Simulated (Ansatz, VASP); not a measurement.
Two plane-wave programs on CaF2

```
Ca F
1.0
     0.00000    2.73100    2.73100
     2.73100    0.00000    2.73100
     2.73100    2.73100    0.00000
Ca F
1 2
Direct
  0.00000 0.00000 0.00000
  0.25000 0.25000 0.25000
  0.75000 0.75000 0.75000
```

Alike in both runs: task single point; functional r2SCAN; k mesh 6 × 6 × 6; no spin polarisation.

|  | VASP | Ansatz |
| --- | --- | --- |
| version | VASP 6.6.1 | Ansatz 0.2.0 |
| potentials or method | VASP PAW PBE potentials, release 64 (Ca_sv, F) | plane waves, PAW |
| plane-wave cutoff (eV) | 660 | 500 |
| occupations | gaussian, width 0.01 eV | fixed |
| valence electrons in the cell | 24 | 24 |

Ansatz gave:

```
pressure (GPa) : -1.1
```

Problem. Which values does VASP return?

Solution. Pressure (GPa): -0.7.

VASP's potentials were made for PBE, not for r2SCAN.
